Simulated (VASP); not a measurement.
# Ca (I4/mmm) in VASP: electric field gradients with LDA

Aim: the electric field gradients of Ca with LDA.

All numbers are computed with VASP 6.6.1; they aren't measurements. Logs are shortened: lines on timing, memory, paths and dates and some standing lists are left out, and cuts for length are marked.

### 1 The cell of the first run

The structure is tetragonal, space group I4/mmm (No. 139). Conventional cell: a = 4.410 Å, b = 4.410 Å, c = 4.392 Å, α = 90.00°, β = 90.00°, γ = 90.00°. Ca (site symmetry 4/mmm) has 14 Ca at 3.81 to 4.41 Å within 5.0 Å.

### 2 Electric field gradients, LDA

Contents of INCAR:

```
PREC = Accurate ; ENCUT = 520
EDIFF = 1E-8 ; ISMEAR = -1
SIGMA = 0.03 ; LREAL = False
LASPH = True ; NELM = 60
ALGO = Normal ; ISIF = 2
LWAVE = False ; LCHARG = False
GGA = CA ; LEFG = True
NBANDS = 11
```

Contents of KPOINTS:

```
regular mesh
0
Gamma
  11 11 11
```

Contents of POSCAR:

```
Ca
1.0
   -2.2052049036      2.2052049036      2.1961148100
    2.2052049036     -2.2052049036      2.1961148100
    2.2052049036      2.2052049036     -2.1961148100
Ca
1
Direct
    0.5000000000      0.5000000000      0.0000000000
```

Potentials or basis: VASP PAW LDA potentials, release 64 (Ca_sv).

Command:

```
> cat potpaw_LDA.64/Ca_sv/POTCAR > POTCAR
> mpirun -np 1 vasp_std > vasp.out
```

OUTCAR:

```text
PREC = Accurate
   ENCUT = 520
   EDIFF = 1E-8
   ISMEAR = -1
   LREAL = False
   LASPH = True
   NELM = 60
   ISIF = 2
   GGA = CA

 ion  position               nearest neighbor table
   1  0.500  0.500  0.000-

  LATTYP: Found a body centered tetragonal cell.
 ALAT       =     4.4104098072
 C/A-ratio  =     0.9958778916

  Lattice vectors:

 A1 = (  -2.2052049036,   2.2052049036,   2.1961148100)
 A2 = (   2.2052049036,  -2.2052049036,   2.1961148100)
 A3 = (   2.2052049036,   2.2052049036,  -2.1961148100)

Analysis of symmetry for initial positions (statically):
=====================================================================
 Subroutine PRICEL returns:
 Original cell was already a primitive cell.

 Routine SETGRP: Setting up the symmetry group for a
 body centered tetragonal supercell.

 Subroutine GETGRP returns: Found 16 space group operations
 (whereof 16 operations were pure point group operations)
 out of a pool of 16 trial point group operations.

The static configuration has the point symmetry D_4h.

Analysis of symmetry for dynamics (positions and initial velocities):
=====================================================================
 Subroutine PRICEL returns:
 Original cell was already a primitive cell.

 Routine SETGRP: Setting up the symmetry group for a
 body centered tetragonal supercell.

 Subroutine GETGRP returns: Found 16 space group operations
 (whereof 16 operations were pure point group operations)
 out of a pool of 16 trial point group operations.

The dynamic configuration has the point symmetry D_4h.

 Subroutine INISYM returns: Found 16 space group operations
 (whereof 16 operations are pure point group operations),
 and found     1 'primitive' translations

----------------------------------------------------------------------------------------

                                     Primitive cell

  volume of cell :      42.7182

  direct lattice vectors                    reciprocal lattice vectors
    -2.205204904  2.205204904  2.196114810     0.000000000  0.226736300  0.227674800
     2.205204904 -2.205204904  2.196114810     0.226736300  0.000000000  0.227674800
     2.205204904  2.205204904 -2.196114810     0.226736300  0.226736300  0.000000000

  length of vectors
     3.814285987  3.814285987  3.814285987     0.321317855  0.321317855  0.320653550

  position of ions in fractional coordinates (direct lattice)
     0.500000000  0.500000000  0.000000000

  ion indices of the primitive-cell ions
   primitive index   ion index
                 1           1

----------------------------------------------------------------------------------------

 KPOINTS: regular mesh

Automatic generation of k-mesh.
 Grid dimensions read from file:
 generate k-points for:   11   11   11

 Generating k-lattice:

  Cartesian coordinates                     Fractional coordinates (reciprocal lattice)
     0.000000000  0.020612391  0.020697709     0.090909091  0.000000000  0.000000000
     0.020612391  0.000000000  0.020697709     0.000000000  0.090909091  0.000000000
     0.020612391  0.020612391  0.000000000     0.000000000  0.000000000  0.090909091

  Length of vectors
     0.029210714  0.029210714  0.029150323

  Shift w.r.t. Gamma in fractional coordinates (k-lattice)
     0.000000000  0.000000000  0.000000000

 Subroutine IBZKPT returns following result:
 ===========================================

 Found    126 irreducible k-points:

 Following reciprocal coordinates:
            Coordinates               Weight
  0.000000  0.000000  0.000000      1.000000
  0.090909  0.000000 -0.000000      8.000000
  0.181818  0.000000  0.000000      8.000000
  0.272727  0.000000 -0.000000      8.000000
  0.363636  0.000000 -0.000000      8.000000
  0.454545  0.000000  0.000000      8.000000
[... 16 lines left out ...]
 -0.272727  0.181818  0.000000     16.000000
 -0.181818  0.181818  0.000000      4.000000
 [... further k-points ...]
   k-points           NKPTS =    126   k-points in BZ     NKDIM =    126   number of bands    NBANDS=     11
   number of dos      NEDOS =    301   number of ions     NIONS =      1
   total plane-waves  NPLWV =  21952
   dimension x,y,z NGX =    28 NGY =   28 NGZ =   28
   dimension x,y,z NGXF=    56 NGYF=   56 NGZF=   56
   ions per type =               1
   NGX,Y,Z   is equivalent  to a cutoff of  12.20, 12.20, 12.20 a.u.
   NGXF,Y,Z  is equivalent  to a cutoff of  24.41, 24.41, 24.41 a.u.
 SYSTEM =  unknown system
   PREC   = accura    normal or accurate (medium, high low for compatibility)
   ISTART =      0    job   : 0-new  1-cont  2-samecut
   ICHARG =      2    charge: 1-file 2-atom 10-const
   ISPIN  =      1    spin polarized calculation?
   LNONCOLLINEAR =      F non collinear calculations
   LSORBIT =      F    spin-orbit coupling
   LASPH  =      T    aspherical Exc in radial PAW
   ENCUT  =  520.0 eV  38.22 Ry    6.18 a.u.   7.09  7.09  7.09*2*pi/ulx,y,z
   NELM   =     60;   NELMIN=  2; NELMDL= -5     # of ELM steps
   EDIFF  = 0.1E-07   stopping-criterion for ELM
   LREAL  =      F    real-space projection
   EDIFFG = 0.1E-06   stopping-criterion for IOM
   NSW    =      0    number of steps for IOM
   IBRION =     -1    ionic relax: 0-MD 1-quasi-New 2-CG
   NFREE  =      0    steps in history (QN), initial steepest desc. (CG)
   ISIF   =      2    stress and relaxation
   ISYM   =      2    0-nonsym 1-usesym 2-fastsym
   POTIM  = 0.5000    time-step for ionic-motion
   TEBEG  =    0.0;   TEEND  =   0.0 temperature during run
   PSTRESS=    0.0 pullay stress
   NELECT =      10.0000    total number of electrons
   NUPDOWN=      -1.0000    fix difference up-down
   EMIN   =  10.00;   EMAX   =-10.00  energy-range for DOS
   EFERMI =   0.00;   METHOD = LEGACY
   ISMEAR =    -1;   SIGMA  =   0.03  broadening in eV -4-tet -1-fermi 0-gaus
   EFERMI_NEDOS =   21; number of points for ismear=-14 and -15
   IALGO  =     38    algorithm
   IMIX   =      4    mixing-type and parameters
     AMIX     =   0.40;   BMIX     =  1.00
     AMIX_MAG =   1.60;   BMIX_MAG =  1.00
  volume/ion in A,a.u.               =      42.72       288.28
  Fermi-wavevector in a.u.,A,eV,Ry     =   1.008952  1.906643 13.850516  1.017984
  Thomas-Fermi vector in A             =   2.141851
   LORBIT       =      0    0 simple, 1 ext, 2 COOP (PROOUT), +10 PAW based schemes
   GGA     = CA    functional components
   LHFCALC =     F    Hartree Fock is set to
   AEXX    =    0.0000 exact exchange contribution
   IVDW    =     0    specifies the selected vdW correction
   LEPSILON=     F    determine dielectric tensor
   LRPA    =     F    only Hartree local field effects (RPA)
 non-spin polarized calculation
  energy-cutoff  :      520.00
  volume of cell :       42.72
 maximum number of plane-waves:      1163
   NGX = 15   NGY = 15   NGZ = 15

 number of electron      10.0000001 magnetization

 Free energy of the ion-electron system (eV)
  ---------------------------------------------------
  ext. energy  EPLUGINS =         0.00000000
  ---------------------------------------------------
  free energy    TOTEN  =        -2.16271780 eV

  energy without entropy =       -2.15776977  energy(sigma->0) =       -2.16024378

 E-fermi :   1.7967     XC(G=0):  -7.9231

 val. band max:        1.7895870381   @ k =  -0.4545  -0.4545   0.0909
 cond. band min:       1.7980905190   @ k =   0.4545   0.4545  -0.0000
 fundamental gap:      0.0085034808
 Fermi energy:         1.7967009401

 k-point     1 :       0.0000    0.0000    0.0000
  band No.  band energies     occupation
      1     -39.8466      2.00000
      2     -21.0565      2.00000
      3     -21.0555      2.00000
      4     -21.0555      2.00000
      5      -2.2570      2.00000
      6       3.9187      0.00000
      7       3.9368      0.00000
      8       3.9368      0.00000
      9       4.9754      0.00000
     10       4.9989      0.00000
     11      11.9946      0.00000

 k-point     2 :       0.0909    0.0000   -0.0000
  band No.  band energies     occupation
      1     -39.8454      2.00000
      2     -21.0674      2.00000
      3     -21.0593      2.00000
      4     -21.0560      2.00000
      5      -2.1082      2.00000
      6       3.8391      0.00000
      7       3.8809      0.00000
      8       4.0397      0.00000
      9       4.8926      0.00000
     10       4.9859      0.00000
     11      11.8023      0.00000
[... 295 lines left out ...]
 k-point    24 :      -0.1818    0.1818    0.0000
  band No.  band energies     occupation
      1     -39.8422      2.00000
      2     -21.0971      2.00000
      3     -21.0704      2.00000
      4     -21.0554      2.00000
      5      -1.6768      2.00000
      6       3.6012      0.00000
      7       3.6323      0.00000
      8       4.3718      0.00000
      9       4.7662      0.00000
     10       5.0192      0.00000
     11      10.6484      0.00000

 [... further k-points ...]
[... 5 lines left out ...]
  --------------------------------------------------------------------------------------
  -------------------------------------------------------------------------------------
  Total       -0.5120394     -0.5120394     -0.5176613      0.0000000     -0.0000000      0.0000000
  in kB      -19.2044113    -19.2044113    -19.4152652      0.0000000     -0.0000000      0.0000000
  external PRESSURE =     -19.2746959 kB  Pullay stress =       0.0000000 kB

 VOLUME and BASIS-vectors are now :
 -----------------------------------------------------------------------------
  energy-cutoff  :      520.00
  volume of cell :       42.72
      direct lattice vectors                 reciprocal lattice vectors
    -2.205204904  2.205204904  2.196114810     0.000000000  0.226736300  0.227674800
     2.205204904 -2.205204904  2.196114810     0.226736300  0.000000000  0.227674800
     2.205204904  2.205204904 -2.196114810     0.226736300  0.226736300  0.000000000

 POSITION                                       TOTAL-FORCE (eV/Angst)
 -----------------------------------------------------------------------------------
      0.00000      0.00000      2.19611        -0.000000      0.000000     -0.000000
 -----------------------------------------------------------------------------------
    total drift:                                0.000000     -0.000000      0.000000

  FREE ENERGIE OF THE ION-ELECTRON SYSTEM (eV)
  ---------------------------------------------------
  free  energy   TOTEN  =        -2.1627177999 eV

  energy  without entropy=       -2.1577697650  energy(sigma->0) =       -2.16024378

 Electric field gradients (V/A^2)
---------------------------------------------------------------------
 ion       V_xx      V_yy      V_zz      V_xy      V_xz      V_yz
---------------------------------------------------------------------
   1      -0.161    -0.161     0.323    -0.001    -0.001    -0.001
---------------------------------------------------------------------

 Electric field gradients after diagonalization (V/A^2)
 (convention: |V_zz| > |V_xx| > |V_yy|)
----------------------------------------------------------------------
 ion       V_xx      V_yy      V_zz     asymmetry (V_yy - V_xx)/ V_zz
----------------------------------------------------------------------
   1      -0.162    -0.161     0.323       0.005
----------------------------------------------------------------------

           NMR quadrupolar parameters

 Cq : quadrupolar parameter    Cq=e*Q*V_zz/h
 eta: asymmetry parameters     (V_yy - V_xx)/ V_zz
 Q  : nuclear electric quadrupole moment in mb (millibarn)
----------------------------------------------------------------------
 ion       Cq(MHz)       eta       Q (mb)
----------------------------------------------------------------------
   1       0.001       0.005       1.000
----------------------------------------------------------------------
```

It took 35 s on 1 thread of Intel Xeon Platinum 8259CL at 2.50GHz (Skylake/Cascade Lake), shared host; peak memory 0.18 GiB.

What came out:

| Quantity | Value |
| --- | --- |
| Free energy | -2.1627 eV |
| Pressure | -1.9 GPa |
| Band gap on the k mesh | zero (band 5 reaches 2.04 eV, above the bottom of band 6 at 1.79 eV) |

Electric field gradients, principal values (V/Å²):
| atom | least | middle | greatest (by size) |
| --- | --- | --- | --- |
| 1 Ca | -0.161 | -0.162 | 0.323 |

Caveat: without QUAD_EFG the Cq values of the log hold for a quadrupole moment of 1 mb, not for the nuclei.
